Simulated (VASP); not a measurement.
Input of a VASP 6.6.1 run:

The input INCAR:

```
  PREC = Accurate
  ENCUT = 520
  EDIFF = 1E-7
  ISMEAR = 0
  SIGMA = 0.02
  LREAL = F
  LASPH = T
  NELM = 100
  ALGO = Normal
  ISIF = 2
  LWAVE = F
  LCHARG = T
  GGA = PE
  LELF = T
  LVHAR = T
  NBANDS = 15
```

The input KPOINTS:

```
regular mesh
0
Gamma
  8 8 8
```

POSCAR

```
KF
1.0
    0.0000000000      2.7975189728      2.7975189728
    2.7975189728      0.0000000000      2.7975189728
    2.7975189728      2.7975189728      0.0000000000
K F
1 1
Direct
    0.0000000000      0.0000000000      0.0000000000
    0.5000000000      0.5000000000      0.5000000000
```

Potentials or basis: VASP PAW PBE potentials, release 64 (K_sv, F).

Run with:

```sh
$ cat potpaw_PBE.64/K_sv/POTCAR potpaw_PBE.64/F/POTCAR > POTCAR
$ mpirun -np 1 vasp_std > vasp.out
```

Q: What does it give for the band gap on the k mesh?

A: 5.50 eV.

Q: What does it give for the pressure?

A: -2.2 GPa.

A k mesh can miss the band edges.
